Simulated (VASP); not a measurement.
# CoSi (P2_13) in VASP: a series of runs

Runs on CoSi. Level: PBE. Tasks: relaxation of the atoms, single point.

Program: VASP 6.6.1. These are calculated values, not measurements. Logs are shortened: lines on timing, memory, paths and dates and some standing lists are left out, and cuts for length are marked.

### 1 The cell of the first run

Symmetry: P2_13, No. 198, cubic system. The conventional cell has a = 4.489 Å, b = 4.489 Å, c = 4.489 Å, α = 90.00°, β = 90.00°, γ = 90.00°. Within 3.1 Å of Co (site symmetry 3) lie 7 Si at 2.34 to 2.47 Å and 6 Co at 2.76 Å. Within 3.1 Å of Si (site symmetry 3) lie 7 Co at 2.34 to 2.47 Å and 6 Si at 2.78 Å.

### 2 Relaxation of the atoms, PBE (11.31 Å³/atom)

INCAR reads:

```
SYSTEM = CoSi
PREC = Accurate ; ENCUT = 520
EDIFF = 1E-6 ; ISMEAR = 0
SIGMA = 0.05 ; LREAL = .FALSE.
LASPH = .TRUE. ; NELM = 80
ALGO = Normal ; ISIF = 2
LWAVE = .FALSE. ; LCHARG = .FALSE.
GGA = PE ; IBRION = 2
NSW = 60 ; EDIFFG = -0.01
```

KPOINTS reads:

```
regular mesh
0
G
  8 8 8
  0 0 0
```

POSCAR reads:

```
CoSi
1.0
    4.4890928046      0.0000000000      0.0000000000
    0.0000000000      4.4890928046      0.0000000000
    0.0000000000      0.0000000000      4.4890928046
Co Si
4 4
Direct
    0.1441353627      0.1441353627      0.1441353627
    0.3558646373      0.8558646373      0.6441353627
    0.6441353627      0.3558646373      0.8558646373
    0.8558646373      0.6441353627      0.3558646373
    0.8429214402      0.8429214402      0.8429214402
    0.6570785598      0.1570785598      0.3429214402
    0.3429214402      0.6570785598      0.1570785598
    0.1570785598      0.3429214402      0.6570785598
```

Potentials or basis: VASP PAW PBE potentials, release 64 (Co, Si).

Started as:

```sh
$ cat potpaw_PBE.64/Co/POTCAR potpaw_PBE.64/Si/POTCAR > POTCAR
$ mpirun -np 1 vasp_std > vasp.out
```

OUTCAR:

```text
SYSTEM = CoSi
   PREC = Accurate
   ENCUT = 520
   EDIFF = 1E-6
   ISMEAR = 0
   LREAL = .FALSE.
   LASPH = .TRUE.
   NELM = 80
   ISIF = 2
   GGA = PE
   IBRION = 2
   NSW = 60
   EDIFFG = -0.01

 ion  position               nearest neighbor table
   1  0.144  0.144  0.144-   5 2.34   6 2.36   7 2.36   8 2.36   7 2.47   8 2.47   6 2.47   3 2.76
                             4 2.76   2 2.76   2 2.76   4 2.76   3 2.76
   2  0.356  0.856  0.644-   6 2.34   5 2.36   7 2.36   8 2.36   7 2.47   8 2.47   5 2.47   1 2.76
                             1 2.76   3 2.76   3 2.76   4 2.76   4 2.76
   3  0.644  0.356  0.856-   7 2.34   6 2.36   5 2.36   8 2.36   8 2.47   6 2.47   5 2.47   1 2.76
                             4 2.76   2 2.76   2 2.76   4 2.76   1 2.76
   4  0.856  0.644  0.356-   8 2.34   6 2.36   7 2.36   5 2.36   6 2.47   5 2.47   7 2.47   1 2.76
                             3 2.76   2 2.76   1 2.76   2 2.76   3 2.76
   5  0.843  0.843  0.843-   1 2.34   2 2.36   3 2.36   4 2.36   3 2.47   4 2.47   2 2.47   6 2.78
                             7 2.78   8 2.78   6 2.78   8 2.78   7 2.78
   6  0.657  0.157  0.343-   2 2.34   1 2.36   3 2.36   4 2.36   3 2.47   4 2.47   1 2.47   8 2.78
                             5 2.78   5 2.78   7 2.78   7 2.78   8 2.78
   7  0.343  0.657  0.157-   3 2.34   2 2.36   1 2.36   4 2.36   4 2.47   2 2.47   1 2.47   8 2.78
                             5 2.78   8 2.78   6 2.78   6 2.78   5 2.78
   8  0.157  0.343  0.657-   4 2.34   2 2.36   3 2.36   1 2.36   2 2.47   1 2.47   3 2.47   7 2.78
                             5 2.78   7 2.78   5 2.78   6 2.78   6 2.78

  LATTYP: Found a simple cubic cell.
 ALAT       =     4.4890928046

  Lattice vectors:

 A1 = (   4.4890928046,   0.0000000000,   0.0000000000)
 A2 = (   0.0000000000,   4.4890928046,   0.0000000000)
 A3 = (   0.0000000000,   0.0000000000,   4.4890928046)

Analysis of symmetry for initial positions (statically):
=====================================================================
 Subroutine PRICEL returns:
 Original cell was already a primitive cell.

 Routine SETGRP: Setting up the symmetry group for a
 simple cubic supercell.

 Subroutine GETGRP returns: Found 12 space group operations
 (whereof  3 operations were pure point group operations)
 out of a pool of 48 trial point group operations.

The static configuration has the point symmetry C_3 .
 The point group associated with its full space group is T   .

Analysis of symmetry for dynamics (positions and initial velocities):
=====================================================================
 Subroutine PRICEL returns:
 Original cell was already a primitive cell.

 Routine SETGRP: Setting up the symmetry group for a
 simple cubic supercell.

 Subroutine GETGRP returns: Found 12 space group operations
 (whereof  3 operations were pure point group operations)
 out of a pool of 48 trial point group operations.

The dynamic configuration has the point symmetry C_3 .
 The point group associated with its full space group is T   .

 Subroutine INISYM returns: Found 12 space group operations
 (whereof  3 operations are pure point group operations),
 and found     1 'primitive' translations

----------------------------------------------------------------------------------------

                                     Primitive cell

  volume of cell :      90.4640

  direct lattice vectors                    reciprocal lattice vectors
     4.489092805  0.000000000  0.000000000     0.222762158  0.000000000  0.000000000
     0.000000000  4.489092805  0.000000000     0.000000000  0.222762158  0.000000000
     0.000000000  0.000000000  4.489092805     0.000000000  0.000000000  0.222762158

  length of vectors
     4.489092805  4.489092805  4.489092805     0.222762158  0.222762158  0.222762158

  position of ions in fractional coordinates (direct lattice)
     0.144135363  0.144135363  0.144135363
     0.355864637  0.855864637  0.644135363
     0.644135363  0.355864637  0.855864637
     0.855864637  0.644135363  0.355864637
     0.842921440  0.842921440  0.842921440
     0.657078560  0.157078560  0.342921440
     0.342921440  0.657078560  0.157078560
     0.157078560  0.342921440  0.657078560

  ion indices of the primitive-cell ions
   primitive index   ion index
                 1           1
                 2           2
                 3           3
                 4           4
                 5           5
                 6           6
                 7           7
                 8           8

----------------------------------------------------------------------------------------

 KPOINTS: regular mesh

Automatic generation of k-mesh.
 Grid dimensions read from file:
 generate k-points for:    8    8    8

 Generating k-lattice:

  Cartesian coordinates                     Fractional coordinates (reciprocal lattice)
     0.027845270  0.000000000  0.000000000     0.125000000  0.000000000  0.000000000
     0.000000000  0.027845270  0.000000000     0.000000000  0.125000000  0.000000000
     0.000000000  0.000000000  0.027845270     0.000000000  0.000000000  0.125000000

  Length of vectors
     0.027845270  0.027845270  0.027845270

  Shift w.r.t. Gamma in fractional coordinates (k-lattice)
     0.000000000  0.000000000  0.000000000

 Subroutine IBZKPT returns following result:
 ===========================================

 Found     45 irreducible k-points:

 Following reciprocal coordinates:
            Coordinates               Weight
  0.000000  0.000000  0.000000      1.000000
  0.125000  0.000000  0.000000      6.000000
  0.250000  0.000000  0.000000      6.000000
  0.375000  0.000000  0.000000      6.000000
  0.500000  0.000000  0.000000      3.000000
  0.125000  0.125000  0.000000     12.000000
[... 16 lines left out ...]
  0.250000  0.125000  0.125000     24.000000
  0.375000  0.125000  0.125000     24.000000
 [... further k-points ...]
   k-points           NKPTS =     45   k-points in BZ     NKDIM =     45   number of bands    NBANDS=     31
   number of dos      NEDOS =    301   number of ions     NIONS =      8
   total plane-waves  NPLWV =  46656
   dimension x,y,z NGX =    36 NGY =   36 NGZ =   36
   dimension x,y,z NGXF=    72 NGYF=   72 NGZF=   72
   ions per type =               4   4
   NGX,Y,Z   is equivalent  to a cutoff of  13.33, 13.33, 13.33 a.u.
   NGXF,Y,Z  is equivalent  to a cutoff of  26.66, 26.66, 26.66 a.u.
 SYSTEM =  CoSi
   PREC   = accura    normal or accurate (medium, high low for compatibility)
   ISTART =      0    job   : 0-new  1-cont  2-samecut
   ICHARG =      2    charge: 1-file 2-atom 10-const
   ISPIN  =      1    spin polarized calculation?
   LNONCOLLINEAR =      F non collinear calculations
   LSORBIT =      F    spin-orbit coupling
   LASPH  =      T    aspherical Exc in radial PAW
   ENCUT  =  520.0 eV  38.22 Ry    6.18 a.u.   8.35  8.35  8.35*2*pi/ulx,y,z
   NELM   =     80;   NELMIN=  2; NELMDL= -5     # of ELM steps
   EDIFF  = 0.1E-05   stopping-criterion for ELM
   LREAL  =      F    real-space projection
   EDIFFG = -.1E-01   stopping-criterion for IOM
   NSW    =     60    number of steps for IOM
   IBRION =      2    ionic relax: 0-MD 1-quasi-New 2-CG
   NFREE  =      1    steps in history (QN), initial steepest desc. (CG)
   ISIF   =      2    stress and relaxation
   ISYM   =      2    0-nonsym 1-usesym 2-fastsym
   POTIM  = 0.5000    time-step for ionic-motion
   TEBEG  =    0.0;   TEEND  =   0.0 temperature during run
   PSTRESS=    0.0 pullay stress
   NELECT =      52.0000    total number of electrons
   NUPDOWN=      -1.0000    fix difference up-down
   EMIN   =  10.00;   EMAX   =-10.00  energy-range for DOS
   EFERMI =   0.00;   METHOD = LEGACY
   ISMEAR =     0;   SIGMA  =   0.05  broadening in eV -4-tet -1-fermi 0-gaus
   EFERMI_NEDOS =   21; number of points for ismear=-14 and -15
   IALGO  =     38    algorithm
   IMIX   =      4    mixing-type and parameters
     AMIX     =   0.40;   BMIX     =  1.00
     AMIX_MAG =   1.60;   BMIX_MAG =  1.00
  volume/ion in A,a.u.               =      11.31        76.31
  Fermi-wavevector in a.u.,A,eV,Ry     =   1.361186  2.572268 25.209233  1.852826
  Thomas-Fermi vector in A             =   2.487783
   LORBIT       =      0    0 simple, 1 ext, 2 COOP (PROOUT), +10 PAW based schemes
   GGA     = PE    functional components
   LHFCALC =     F    Hartree Fock is set to
   AEXX    =    0.0000 exact exchange contribution
   IVDW    =     0    specifies the selected vdW correction
   LEPSILON=     F    determine dielectric tensor
   LRPA    =     F    only Hartree local field effects (RPA)
 conjugate gradient relaxation of ions
 non-spin polarized calculation
 Gauss-broadening in eV      SIGMA  =   0.05
  energy-cutoff  :      520.00
  volume of cell :       90.46
 maximum number of plane-waves:      2469
 NGX is ok and might be reduce to    36
   NGX = 17   NGY = 17   NGZ = 17

--------------------------------------- Ionic step        1  -------------------------------------------

 number of electron      52.0000021 magnetization

 Free energy of the ion-electron system (eV)
  ---------------------------------------------------
  ext. energy  EPLUGINS =         0.00000000
  ---------------------------------------------------
  free energy    TOTEN  =       -54.65766685 eV

  energy without entropy =      -54.65547688  energy(sigma->0) =      -54.65657187

------------------------ aborting loop because EDIFF is reached ----------------------------------------

  FORCE on cell =-STRESS in cart. coord.  units (eV):
  Direction    XX          YY          ZZ          XY          YZ          ZX
  --------------------------------------------------------------------------------------
  -------------------------------------------------------------------------------------
  Total       -4.5461474     -4.5461474     -4.5461474      0.0000000      0.0000000      0.0000000
  in kB      -80.5152873    -80.5152873    -80.5152873      0.0000000      0.0000000      0.0000000
  external PRESSURE =     -80.5152873 kB  Pullay stress =       0.0000000 kB
[... 153 lines left out ...]
  energy  without entropy=      -54.6561483994  energy(sigma->0) =      -54.65724647

--------------------------------------- Ionic step        5  -------------------------------------------

 number of electron      52.0000013 magnetization

 Free energy of the ion-electron system (eV)
  ---------------------------------------------------
  ext. energy  EPLUGINS =         0.00000000
  ---------------------------------------------------
  free energy    TOTEN  =       -54.65839774 eV

  energy without entropy =      -54.65620260  energy(sigma->0) =      -54.65730017

 E-fermi :  11.5132     XC(G=0): -12.6692

 val. band max:       11.5090452073   @ k =   0.5000   0.5000   0.3750
 cond. band min:      11.6388050092   @ k =   0.5000   0.3750   0.3750
 fundamental gap:      0.1297598018
 Fermi energy:        11.5132120672

 k-point     1 :       0.0000    0.0000    0.0000
  band No.  band energies     occupation
      1      -1.8291      2.00000
      2       3.5243      2.00000
      3       3.5243      2.00000
      4       3.5243      2.00000
      5       6.2229      2.00000
      6       6.2229      2.00000
[... 805 lines left out ...]
     30      13.3915      0.00000
     31      14.2030      0.00000

 [... further k-points ...]

------------------------ aborting loop because EDIFF is reached ----------------------------------------

  FORCE on cell =-STRESS in cart. coord.  units (eV):
  Direction    XX          YY          ZZ          XY          YZ          ZX
  --------------------------------------------------------------------------------------
  -------------------------------------------------------------------------------------
  Total       -4.3839917     -4.3839917     -4.3839917     -0.0000000      0.0000000      0.0000000
  in kB      -77.6434018    -77.6434018    -77.6434018     -0.0000000      0.0000000      0.0000000
  external PRESSURE =     -77.6434018 kB  Pullay stress =       0.0000000 kB
[... 23 lines left out ...]
  FREE ENERGIE OF THE ION-ELECTRON SYSTEM (eV)
  ---------------------------------------------------
  free  energy   TOTEN  =       -54.6583977424 eV

  energy  without entropy=      -54.6562025993  energy(sigma->0) =      -54.65730017

 reached required accuracy - stopping structural energy minimisation
```

Run time: 3.4 min. Hardware: 1 thread of Intel Xeon Platinum 8488C (Sapphire Rapids), shared host; peak memory 0.26 GiB.

Results:

```
Free energy                  : -54.6584 eV
Energy gained by relaxing    : 0.1 meV/atom
Ionic steps                  : 5
Pressure after relaxing      : -7.8 GPa
Largest force after relaxing : 0.004 eV/Å
Band gap on the k mesh       : zero (bands 26 and 27 overlap by 0.20 eV)
```

Forces in eV/Å, atoms in the order of the input:
```
Co  -0.002 -0.002 -0.002
Co   0.002  0.002 -0.002
Co  -0.002  0.002  0.002
Co   0.002 -0.002  0.002
Si   0.002  0.002  0.002
Si  -0.002 -0.002  0.002
Si   0.002 -0.002 -0.002
Si  -0.002  0.002 -0.002
```

The path:
| step | energy change (eV) | largest force (eV/Å) | pressure (GPa) |
| --- | --- | --- | --- |
| 1 | 0.0000 | 0.0398 | -8.05 |
| 2 | -0.0004 | 0.0302 | -8.01 |
| 3 | -0.0007 | 0.0156 | -7.90 |
| 4 | -0.0007 | 0.0142 | -7.91 |
| 5 | -0.0007 | 0.0042 | -7.76 |

Final structure:
```yaml
crystal:
  lattice:
    - [4.48909, 0.00000, 0.00000]
    - [0.00000, 4.48909, 0.00000]
    - [0.00000, 0.00000, 4.48909]
  atoms:
    - { symbol: Co, position: [0.14326, 0.14326, 0.14326] }
    - { symbol: Co, position: [0.35674, 0.85674, 0.64326] }
    - { symbol: Co, position: [0.64326, 0.35674, 0.85674] }
    - { symbol: Co, position: [0.85674, 0.64326, 0.35674] }
    - { symbol: Si, position: [0.84251, 0.84251, 0.84251] }
    - { symbol: Si, position: [0.65749, 0.15749, 0.34251] }
    - { symbol: Si, position: [0.34251, 0.65749, 0.15749] }
    - { symbol: Si, position: [0.15749, 0.34251, 0.65749] }
```

Caveat: the run has no spin polarisation, though such a crystal can be magnetic. Spin polarisation is off, so any magnetic state and its effect on volume and gap are missing.

### 3 Single point, PBE (10.44 Å³/atom)

This run uses another cell than the first one, of 10.44 Å³/atom.

INCAR reads:

```
PREC = Accurate ; ENCUT = 520
EDIFF = 1E-6 ; ISMEAR = 0
SIGMA = 0.05 ; LREAL = F
LASPH = T ; NELM = 60
ALGO = Normal ; ISIF = 2
LWAVE = F ; LCHARG = F
GGA = PE ; NBANDS = 36
```

KPOINTS reads:

```
Automatic mesh
0
Gamma
  8 8 8
```

POSCAR reads:

```
CoSi
1.0
    4.3709034673      0.0000000000      0.0000000000
    0.0000000000      4.3709034673      0.0000000000
    0.0000000000      0.0000000000      4.3709034673
Co Si
4 4
Direct
    0.1463861127      0.1463861127      0.1463861127
    0.3536138873      0.8536138873      0.6463861127
    0.6463861127      0.3536138873      0.8536138873
    0.8536138873      0.6463861127      0.3536138873
    0.8436852272      0.8436852272      0.8436852272
    0.6563147728      0.1563147728      0.3436852272
    0.3436852272      0.6563147728      0.1563147728
    0.1563147728      0.3436852272      0.6563147728
```

Potentials or basis: VASP PAW PBE potentials, release 64 (Co, Si).

Started as:

```sh
$ cat potpaw_PBE.64/Co/POTCAR potpaw_PBE.64/Si/POTCAR > POTCAR
$ mpirun -np 1 vasp_std > vasp.out
```

OUTCAR:

```text
PREC = Accurate
   ENCUT = 520
   EDIFF = 1E-6
   ISMEAR = 0
   LREAL = F
   LASPH = T
   NELM = 60
   ISIF = 2
   GGA = PE

 ion  position               nearest neighbor table
   1  0.146  0.146  0.146-   5 2.29   6 2.31   7 2.31   8 2.31   7 2.39   8 2.39   6 2.39   3 2.69
                             4 2.69   2 2.69   2 2.69   4 2.69   3 2.69
   2  0.354  0.854  0.646-   6 2.29   5 2.31   7 2.31   8 2.31   7 2.39   8 2.39   5 2.39   1 2.69
                             1 2.69   3 2.69   3 2.69   4 2.69   4 2.69
   3  0.646  0.354  0.854-   7 2.29   6 2.31   5 2.31   8 2.31   8 2.39   6 2.39   5 2.39   1 2.69
                             4 2.69   2 2.69   2 2.69   4 2.69   1 2.69
   4  0.854  0.646  0.354-   8 2.29   6 2.31   7 2.31   5 2.31   6 2.39   5 2.39   7 2.39   1 2.69
                             3 2.69   2 2.69   1 2.69   2 2.69   3 2.69
   5  0.844  0.844  0.844-   1 2.29   2 2.31   3 2.31   4 2.31   3 2.39   4 2.39   2 2.39   6 2.70
                             7 2.70   8 2.70   6 2.70   8 2.70   7 2.70
   6  0.656  0.156  0.344-   2 2.29   1 2.31   3 2.31   4 2.31   3 2.39   4 2.39   1 2.39   8 2.70
                             5 2.70   5 2.70   7 2.70   7 2.70   8 2.70
   7  0.344  0.656  0.156-   3 2.29   2 2.31   1 2.31   4 2.31   4 2.39   2 2.39   1 2.39   8 2.70
                             5 2.70   8 2.70   6 2.70   6 2.70   5 2.70
   8  0.156  0.344  0.656-   4 2.29   2 2.31   3 2.31   1 2.31   2 2.39   1 2.39   3 2.39   7 2.70
[... 1141 lines left out ...]
     36      18.6347      0.00000

 [... further k-points ...]

------------------------ aborting loop because EDIFF is reached ----------------------------------------

  FORCE on cell =-STRESS in cart. coord.  units (eV):
  Direction    XX          YY          ZZ          XY          YZ          ZX
  --------------------------------------------------------------------------------------
  -------------------------------------------------------------------------------------
  Total        5.0757583      5.0757583      5.0757583      0.0000000     -0.0000000      0.0000000
  in kB       97.3863014     97.3863014     97.3863014      0.0000000     -0.0000000      0.0000000
  external PRESSURE =      97.3863014 kB  Pullay stress =       0.0000000 kB

 VOLUME and BASIS-vectors are now :
 -----------------------------------------------------------------------------
  energy-cutoff  :      520.00
  volume of cell :       83.51
      direct lattice vectors                 reciprocal lattice vectors
     4.370903467  0.000000000  0.000000000     0.228785652  0.000000000  0.000000000
     0.000000000  4.370903467  0.000000000     0.000000000  0.228785652  0.000000000
     0.000000000  0.000000000  4.370903467     0.000000000  0.000000000  0.228785652

 POSITION                                       TOTAL-FORCE (eV/Angst)
 -----------------------------------------------------------------------------------
      0.63984      0.63984      0.63984        -0.000034     -0.000034     -0.000034
      1.54561      3.73106      2.82529         0.000034      0.000034     -0.000034
      2.82529      1.54561      3.73106        -0.000034      0.000034      0.000034
      3.73106      2.82529      1.54561         0.000034     -0.000034      0.000034
      3.68767      3.68767      3.68767         0.002479      0.002479      0.002479
      2.86869      0.68324      1.50221        -0.002479     -0.002479      0.002479
      1.50221      2.86869      0.68324         0.002479     -0.002479     -0.002479
      0.68324      1.50221      2.86869        -0.002479      0.002479     -0.002479
 -----------------------------------------------------------------------------------
    total drift:                                0.000000      0.000000      0.000000

  FREE ENERGIE OF THE ION-ELECTRON SYSTEM (eV)
  ---------------------------------------------------
  free  energy   TOTEN  =       -54.6486835209 eV

  energy  without entropy=      -54.6466138055  energy(sigma->0) =      -54.64764866
```

It took 2 min on 1 thread of Intel Xeon Platinum 8259CL at 2.50GHz (Skylake/Cascade Lake), shared host; peak memory 0.26 GiB.

Results:

- Free energy: -54.6487 eV
- Pressure: 9.7 GPa
- Largest force: 0.004 eV/Å
- Band gap on the k mesh: zero (bands 26 and 27 overlap by 0.23 eV)

Forces in eV/Å, atoms in the order of the input:
```
Co   0.000  0.000  0.000
Co   0.000  0.000  0.000
Co   0.000  0.000  0.000
Co   0.000  0.000  0.000
Si   0.002  0.002  0.002
Si  -0.002 -0.002  0.002
Si   0.002 -0.002 -0.002
Si  -0.002  0.002 -0.002
```

Caveat: the cell stands under pressure; the run has no spin polarisation, though such a crystal can be magnetic. Spin polarisation is off, so any magnetic state and its effect on volume and gap are missing.
